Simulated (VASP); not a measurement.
Set up this calculation in VASP 6.6.1, as the native input.

* Task: single point
* Functional: RPBE
* Potentials or basis: VASP PAW PBE potentials, release 64 (Cu)
* Cutoff: 520 eV
* k mesh: 16 × 16 × 16
* Occupations: gaussian, width 0.1 eV
* Spin: no spin polarisation
* Dipole correction: no
* Further INCAR settings: ALGO = Normal; EDIFF = 1e-07; NBANDS = 12

The structure of Cu lies in POSCAR:

```
Cu
1.0
    0.0000000000      1.8362773660      1.8362773660
    1.8362773660      0.0000000000      1.8362773660
    1.8362773660      1.8362773660      0.0000000000
Cu
1
Direct
    0.0000000000      0.0000000000      0.0000000000
```

These files were run (other wordings do the same):

INCAR

```
SYSTEM = Cu
ALGO = Normal
EDIFF = 1E-7
ENCUT = 520
GGA = RP
ISIF = 2
ISMEAR = 0
LASPH = .True.
LCHARG = .False.
LREAL = .False.
LWAVE = .False.
NBANDS = 12
NELM = 80
PREC = Accurate
SIGMA = 0.1
```

KPOINTS

```
k-points
0
Gamma
  16 16 16
  0 0 0
```

Potentials or basis: VASP PAW PBE potentials, release 64 (Cu).

Command:

```sh
$ cat potpaw_PBE.64/Cu/POTCAR > POTCAR
$ mpirun -np 1 vasp_std > vasp.out
```

It gave:

The pressure is 0.6 GPa.

Caveat: the PAW data sets were made with another functional, which shifts forces and pressure a little.

Wall time 46 s on 1 thread of AMD EPYC 7R13 (shared host), peak memory 0.11 GiB.
